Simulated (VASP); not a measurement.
# TiAl3 (Cmmm) in VASP: a series of runs

TiAl3 is run at these levels: PBEsol; tasks: single point.

Program: VASP 6.6.1. These are calculated values, not measurements. Logs are shortened: lines on timing, memory, paths and dates and some standing lists are left out, and cuts for length are marked.

## 1. The cell of the first run

The structure is orthorhombic, space group Cmmm (No. 65). Conventional cell: a = 5.165 Å, b = 6.003 Å, c = 3.948 Å, α = 90.00°, β = 90.00°, γ = 90.00°. Within 3.4 Å of Ti (site symmetry mmm) lie 12 Al at 2.58 to 3.00 Å. Within 3.4 Å of Al (site symmetry 2/m) lie 8 Al at 2.58 to 3.00 Å and 4 Ti at 2.80 Å. Within 3.4 Å of Al (site symmetry mmm) lie 4 Ti at 2.58 to 3.00 Å and 8 Al at 2.80 Å.

## 2. Single point, PBEsol (strain -0.1500 x Voigt [0, 0, 0, 0, 1, 0])

INCAR reads:

```
SYSTEM = TiAl3
  ALGO = Fast
  EDIFF = 1E-6
  ENCUT = 520
  GGA = PS
  ISIF = 2
  ISMEAR = 0
  LASPH = .True.
  LCHARG = .False.
  LREAL = .False.
  LWAVE = .False.
  NBANDS = 18
  NELM = 100
  PREC = Accurate
  SIGMA = 0.15
```

KPOINTS reads:

```
k-points
0
Gamma
  12 12 12
  0 0 0
```

POSCAR reads:

```
TiAl3
1.0
    3.9483448106      0.0000000000     -0.2961258608
    0.0000000000      3.9483448106      0.0000000000
   -0.2961258608      0.0000000000      3.9483448106
Ti Al
1 3
Direct
    0.0000000000      0.0000000000      0.0000000000
    0.5000000000      0.5000000000      0.0000000000
    0.5000000000      0.0000000000      0.5000000000
    0.0000000000      0.5000000000      0.5000000000
```

Potentials or basis: VASP PAW PBE potentials, release 64 (Ti_sv, Al).

Launch:

```console
$ cat potpaw_PBE.64/Ti_sv/POTCAR potpaw_PBE.64/Al/POTCAR > POTCAR
$ mpirun -np 1 vasp_std > vasp.out
```

OUTCAR:

```text
SYSTEM = TiAl3
   EDIFF = 1E-6
   ENCUT = 520
   GGA = PS
   ISIF = 2
   ISMEAR = 0
   LASPH = .True.
   LREAL = .False.
   NELM = 100
   PREC = Accurate

 ion  position               nearest neighbor table
   1  0.000  0.000  0.000-   3 2.58   3 2.58   4 2.80   4 2.80   2 2.80   4 2.80   4 2.80   2 2.80
                             2 2.80   2 2.80   3 3.00   3 3.00
   2  0.500  0.500  0.000-   4 2.58   4 2.58   1 2.80   3 2.80   1 2.80   3 2.80   3 2.80   1 2.80
                             3 2.80   1 2.80   4 3.00   4 3.00
   3  0.500  0.000  0.500-   1 2.58   1 2.58   4 2.80   2 2.80   2 2.80   4 2.80   2 2.80   4 2.80
                             2 2.80   4 2.80   1 3.00   1 3.00
   4  0.000  0.500  0.500-   2 2.58   2 2.58   3 2.80   1 2.80   1 2.80   3 2.80   1 2.80   3 2.80
                             1 2.80   3 2.80   2 3.00   2 3.00

  LATTYP: Found a base centered orthorhombic cell.
 ALAT       =     5.1650175716
 B/A-ratio  =     1.1621621622
 C/A-ratio  =     0.7644397634

  Lattice vectors:

 A1 = (  -0.2961258608,   0.0000000000,   3.9483448106)
 A2 = (   3.9483448106,   0.0000000000,  -0.2961258608)
 A3 = (   0.0000000000,   3.9483448106,   0.0000000000)

Analysis of symmetry for initial positions (statically):
=====================================================================
 Subroutine PRICEL returns:
 Original cell was already a primitive cell.

 Routine SETGRP: Setting up the symmetry group for a
 base centered orthorhombic supercell.

 Subroutine GETGRP returns: Found  8 space group operations
 (whereof  8 operations were pure point group operations)
 out of a pool of  8 trial point group operations.

The static configuration has the point symmetry D_2h.

Analysis of symmetry for dynamics (positions and initial velocities):
=====================================================================
 Subroutine PRICEL returns:
 Original cell was already a primitive cell.

 Routine SETGRP: Setting up the symmetry group for a
 base centered orthorhombic supercell.

 Subroutine GETGRP returns: Found  8 space group operations
 (whereof  8 operations were pure point group operations)
 out of a pool of  8 trial point group operations.

The dynamic configuration has the point symmetry D_2h.

 Subroutine INISYM returns: Found  8 space group operations
 (whereof  8 operations are pure point group operations),
 and found     1 'primitive' translations

----------------------------------------------------------------------------------------

                                     Primitive cell

  volume of cell :      61.2062

  direct lattice vectors                    reciprocal lattice vectors
     3.948344811  0.000000000 -0.296125861     0.254703393  0.000000000  0.019102754
     0.000000000  3.948344811  0.000000000     0.000000000  0.253270686  0.000000000
    -0.296125861  0.000000000  3.948344811     0.019102754  0.000000000  0.254703393

  length of vectors
     3.959433958  3.948344811  3.959433958     0.255418742  0.253270686  0.255418742

  position of ions in fractional coordinates (direct lattice)
     0.000000000  0.000000000  0.000000000
     0.500000000  0.500000000  0.000000000
     0.500000000  0.000000000  0.500000000
     0.000000000  0.500000000  0.500000000

  ion indices of the primitive-cell ions
   primitive index   ion index
                 1           1
                 2           2
                 3           3
                 4           4

----------------------------------------------------------------------------------------

 KPOINTS: k-points

Automatic generation of k-mesh.
 Grid dimensions read from file:
 generate k-points for:   12   12   12

 Generating k-lattice:

  Cartesian coordinates                     Fractional coordinates (reciprocal lattice)
     0.021225283  0.000000000  0.001591896     0.083333333  0.000000000  0.000000000
     0.000000000  0.021105891  0.000000000     0.000000000  0.083333333  0.000000000
     0.001591896  0.000000000  0.021225283     0.000000000  0.000000000  0.083333333

  Length of vectors
     0.021284895  0.021105891  0.021284895

  Shift w.r.t. Gamma in fractional coordinates (k-lattice)
     0.000000000  0.000000000  0.000000000

 Subroutine IBZKPT returns following result:
 ===========================================

 Found    301 irreducible k-points:

 Following reciprocal coordinates:
            Coordinates               Weight
  0.000000  0.000000  0.000000      1.000000
  0.083333  0.000000  0.000000      4.000000
  0.166667  0.000000  0.000000      4.000000
  0.250000  0.000000  0.000000      4.000000
  0.333333  0.000000  0.000000      4.000000
  0.416667  0.000000  0.000000      4.000000
[... 16 lines left out ...]
  0.083333  0.250000  0.000000      8.000000
  0.166667  0.250000  0.000000      8.000000
 [... further k-points ...]
   k-points           NKPTS =    301   k-points in BZ     NKDIM =    301   number of bands    NBANDS=     18
   number of dos      NEDOS =    301   number of ions     NIONS =      4
   total plane-waves  NPLWV =  27000
   dimension x,y,z NGX =    30 NGY =   30 NGZ =   30
   dimension x,y,z NGXF=    60 NGYF=   60 NGZF=   60
   ions per type =               1   3
   NGX,Y,Z   is equivalent  to a cutoff of  12.60, 12.63, 12.60 a.u.
   NGXF,Y,Z  is equivalent  to a cutoff of  25.19, 25.26, 25.19 a.u.
 SYSTEM =  TiAl3
   PREC   = accura    normal or accurate (medium, high low for compatibility)
   ISTART =      0    job   : 0-new  1-cont  2-samecut
   ICHARG =      2    charge: 1-file 2-atom 10-const
   ISPIN  =      1    spin polarized calculation?
   LNONCOLLINEAR =      F non collinear calculations
   LSORBIT =      F    spin-orbit coupling
   LASPH  =      T    aspherical Exc in radial PAW
   ENCUT  =  520.0 eV  38.22 Ry    6.18 a.u.   7.36  7.34  7.36*2*pi/ulx,y,z
   NELM   =    100;   NELMIN=  2; NELMDL= -5     # of ELM steps
   EDIFF  = 0.1E-05   stopping-criterion for ELM
   LREAL  =      F    real-space projection
   EDIFFG = 0.1E-04   stopping-criterion for IOM
   NSW    =      0    number of steps for IOM
   IBRION =     -1    ionic relax: 0-MD 1-quasi-New 2-CG
   NFREE  =      0    steps in history (QN), initial steepest desc. (CG)
   ISIF   =      2    stress and relaxation
   ISYM   =      2    0-nonsym 1-usesym 2-fastsym
   POTIM  = 0.5000    time-step for ionic-motion
   TEBEG  =    0.0;   TEEND  =   0.0 temperature during run
   PSTRESS=    0.0 pullay stress
   NELECT =      21.0000    total number of electrons
   NUPDOWN=      -1.0000    fix difference up-down
   EMIN   =  10.00;   EMAX   =-10.00  energy-range for DOS
   EFERMI =   0.00;   METHOD = LEGACY
   ISMEAR =     0;   SIGMA  =   0.15  broadening in eV -4-tet -1-fermi 0-gaus
   EFERMI_NEDOS =   21; number of points for ismear=-14 and -15
   IALGO  =     68    algorithm
   IMIX   =      4    mixing-type and parameters
     AMIX     =   0.40;   BMIX     =  1.00
     AMIX_MAG =   1.60;   BMIX_MAG =  1.00
  volume/ion in A,a.u.               =      15.30       103.26
  Fermi-wavevector in a.u.,A,eV,Ry     =   1.146083  2.165783 17.871342  1.313507
  Thomas-Fermi vector in A             =   2.282769
   LORBIT       =      0    0 simple, 1 ext, 2 COOP (PROOUT), +10 PAW based schemes
   GGA     = PS    functional components
   LHFCALC =     F    Hartree Fock is set to
   AEXX    =    0.0000 exact exchange contribution
   IVDW    =     0    specifies the selected vdW correction
   LEPSILON=     F    determine dielectric tensor
   LRPA    =     F    only Hartree local field effects (RPA)
 non-spin polarized calculation
 RMM-DIIS sequential band-by-band and
 Gauss-broadening in eV      SIGMA  =   0.15
  energy-cutoff  :      520.00
  volume of cell :       61.21
 maximum number of plane-waves:      1679
 NGX is ok and might be reduce to    30
   NGX = 15   NGY = 15   NGZ = 15

 number of electron      20.9999996 magnetization

 Free energy of the ion-electron system (eV)
  ---------------------------------------------------
  ext. energy  EPLUGINS =         0.00000000
  ---------------------------------------------------
  free energy    TOTEN  =       -21.76026627 eV

  energy without entropy =      -21.73553635  energy(sigma->0) =      -21.74790131

 E-fermi :   9.1002     XC(G=0): -10.9513

 val. band max:        9.0998347195   @ k =  -0.1667   0.0000   0.0833
 cond. band min:       9.1004980635   @ k =   0.1667   0.1667   0.0833
 fundamental gap:      0.0006633440
 Fermi energy:         9.1001995332

 k-point     1 :       0.0000    0.0000    0.0000
  band No.  band energies     occupation
      1     -47.5736      2.00000
      2     -24.0332      2.00000
      3     -24.0047      2.00000
      4     -23.9198      2.00000
      5      -1.7224      2.00000
      6       6.0055      2.00000
[... 10 lines left out ...]
     17      13.3719      0.00000
     18      15.0463      0.00000

 k-point     2 :       0.0833    0.0000    0.0000
  band No.  band energies     occupation
      1     -47.5735      2.00000
      2     -24.0339      2.00000
      3     -24.0046      2.00000
      4     -23.9204      2.00000
      5      -1.6531      2.00000
      6       5.4919      2.00000
[... 10 lines left out ...]
     17      13.6475      0.00000
     18      14.8537      0.00000

 k-point     3 :       0.1667    0.0000    0.0000
  band No.  band energies     occupation
      1     -47.5734      2.00000
      2     -24.0359      2.00000
      3     -24.0043      2.00000
      4     -23.9221      2.00000
      5      -1.4467      2.00000
      6       4.5300      2.00000
[... 10 lines left out ...]
     17      13.9241      0.00000
     18      14.3008      0.00000

 k-point     4 :       0.2500    0.0000    0.0000
  band No.  band energies     occupation
      1     -47.5731      2.00000
      2     -24.0388      2.00000
      3     -24.0039      2.00000
      4     -23.9243      2.00000
      5      -1.1073      2.00000
      6       3.5136      2.00000
[... 375 lines left out ...]
      4     -23.9190      2.00000
      5      -1.1205      2.00000
      6       3.4674      2.00000
[... 10 lines left out ...]
     17      14.4391      0.00000
     18      14.4960      0.00000

 k-point    23 :       0.0833    0.2500    0.0000
  band No.  band energies     occupation
      1     -47.5731      2.00000
      2     -24.0332      2.00000
      3     -24.0151      2.00000
      4     -23.9196      2.00000
      5      -1.0536      2.00000
      6       3.5230      2.00000
[... 10 lines left out ...]
     17      13.9849      0.00000
     18      14.2169      0.00000

 k-point    24 :       0.1667    0.2500    0.0000
  band No.  band energies     occupation
      1     -47.5729      2.00000
      2     -24.0351      2.00000
      3     -24.0147      2.00000
      4     -23.9213      2.00000
      5      -0.8542      2.00000
      6       3.6871      2.00000
[... 10 lines left out ...]
     17      13.6968      0.00000
     18      14.1659      0.00000

 [... further k-points ...]

------------------------ aborting loop because EDIFF is reached ----------------------------------------

  FORCE on cell =-STRESS in cart. coord.  units (eV):
  Direction    XX          YY          ZZ          XY          YZ          ZX
  --------------------------------------------------------------------------------------
  -------------------------------------------------------------------------------------
  Total        2.2380109     -0.3166929      2.2380109      0.0000000      0.0000000      4.9809937
  in kB       58.5837754     -8.2899796     58.5837754      0.0000000      0.0000000    130.3860598
  external PRESSURE =      36.2925237 kB  Pullay stress =       0.0000000 kB

 VOLUME and BASIS-vectors are now :
 -----------------------------------------------------------------------------
  energy-cutoff  :      520.00
  volume of cell :       61.21
      direct lattice vectors                 reciprocal lattice vectors
     3.948344811  0.000000000 -0.296125861     0.254703393  0.000000000  0.019102754
     0.000000000  3.948344811  0.000000000     0.000000000  0.253270686  0.000000000
    -0.296125861  0.000000000  3.948344811     0.019102754  0.000000000  0.254703393

 POSITION                                       TOTAL-FORCE (eV/Angst)
 -----------------------------------------------------------------------------------
      0.00000      0.00000      0.00000        -0.000000      0.000000      0.000000
      1.97417      1.97417     -0.14806        -0.000000      0.000000     -0.000000
      1.82611      0.00000      1.82611        -0.000000      0.000000     -0.000000
     -0.14806      1.97417      1.97417         0.000000      0.000000     -0.000000
 -----------------------------------------------------------------------------------
    total drift:                                0.000000     -0.000000      0.000000

  FREE ENERGIE OF THE ION-ELECTRON SYSTEM (eV)
  ---------------------------------------------------
  free  energy   TOTEN  =       -21.7602662663 eV

  energy  without entropy=      -21.7355363480  energy(sigma->0) =      -21.74790131
```

It took 11 min on 1 thread of Intel Xeon 8259CL, shared host; peak memory 0.41 GiB.

What came out:

* Free energy: -21.7603 eV
* Pressure: 3.6 GPa
* Band gap on the k mesh: zero (an odd number of electrons rules out a gap without spin polarisation)

Levels at points of the mesh, in eV from the Fermi level:
```tsv
k point	band 8	band 9	band 10	band 11	band 12	band 13	band 14	band 15
(0.00, 0.00, 0.00)	-2.41	-2.14	-1.62	-0.13	0.14	0.20	0.97	4.10
(0.50, 0.00, 0.00)	-2.25	-1.93	-0.23	0.34	0.78	1.01	1.18	2.66
(0.00, 0.50, 0.00)	-2.11	-1.98	0.19	0.84	0.99	1.01	1.15	1.60
(0.50, 0.50, 0.00)	-5.00	-1.49	-1.30	0.81	0.90	0.92	1.20	2.98
(0.50, 0.00, 0.50)	-4.94	-1.55	-0.94	0.44	1.04	1.05	1.14	2.85
(0.50, 0.50, 0.50)	-4.30	-4.06	-3.39	-2.70	0.27	1.13	1.22	2.41
```

Caveat: the cell differs from its parent crystal (strain -0.1500 x Voigt [0, 0, 0, 0, 1, 0]); the stress differs along the axes, from -1 to 6 GPa; the PAW data sets were made with another functional, which shifts forces and pressure a little.

## 3. Single point, PBEsol (strain +0.1312 x Voigt [0, 0, 0, 0, 1, 0])

INCAR reads:

```
SYSTEM = TiAl3
PREC = Accurate ; ENCUT = 520
EDIFF = 1E-6 ; ISMEAR = 0
SIGMA = 0.15 ; LREAL = .False.
LASPH = .True. ; NELM = 80
ALGO = Fast ; ISIF = 2
LWAVE = .False. ; LCHARG = .False.
GGA = PS ; NBANDS = 18
```

KPOINTS reads:

```
regular mesh
0
Gamma
  12 12 12
  0 0 0
```

Edit POSCAR of step 2 so:

```diff
@@ -2,5 +2,5 @@
 1.0
-    3.9483448106      0.0000000000     -0.2961258608
+    3.9483448106      0.0000000000      0.2590114196
     0.0000000000      3.9483448106      0.0000000000
-   -0.2961258608      0.0000000000      3.9483448106
+    0.2590114196      0.0000000000      3.9483448106
 Ti Al
```

Potentials or basis: VASP PAW PBE potentials, release 64 (Ti_sv, Al).

Launch:

```console
$ cat potpaw_PBE.64/Ti_sv/POTCAR potpaw_PBE.64/Al/POTCAR > POTCAR
$ mpirun -np 1 vasp_std > vasp.out
```

Wall time 9.7 min (1 thread of Intel Xeon 8259CL, shared host); peak memory 0.41 GiB.

It converged, with:

```
Free energy            : -21.8505 eV
Pressure               : 2.8 GPa
Band gap on the k mesh : zero (an odd number of electrons rules out a gap without spin polarisation)
```

Stress tensor (GPa, compression positive):
```
  4.50   0.00 -11.23
  0.00  -0.63   0.00
-11.23   0.00   4.50
```

Levels at points of the mesh, in eV from the Fermi level:
```
           k point  band 8  band 9  band 10  band 11  band 12  band 13
(0.00, 0.00, 0.00)   -2.40   -2.14    -1.70    -0.08     0.14     0.19
(0.50, 0.00, 0.00)   -2.25   -1.97    -0.10     0.36     0.77     0.99
(0.00, 0.50, 0.00)   -2.14   -2.03     0.23     0.81     0.96     0.98
(0.50, 0.50, 0.00)   -5.02   -1.44    -1.29     0.85     0.87     0.91
(0.50, 0.00, 0.50)   -4.97   -1.52    -0.98     0.47     1.01     1.07
(0.50, 0.50, 0.50)   -4.42   -4.01    -3.42    -2.82     0.25     1.15
```

Caveat: the cell differs from its parent crystal (strain +0.1312 x Voigt [0, 0, 0, 0, 1, 0]); the stress differs along the axes, from -1 to 4 GPa; the PAW data sets were made with another functional, which shifts forces and pressure a little.
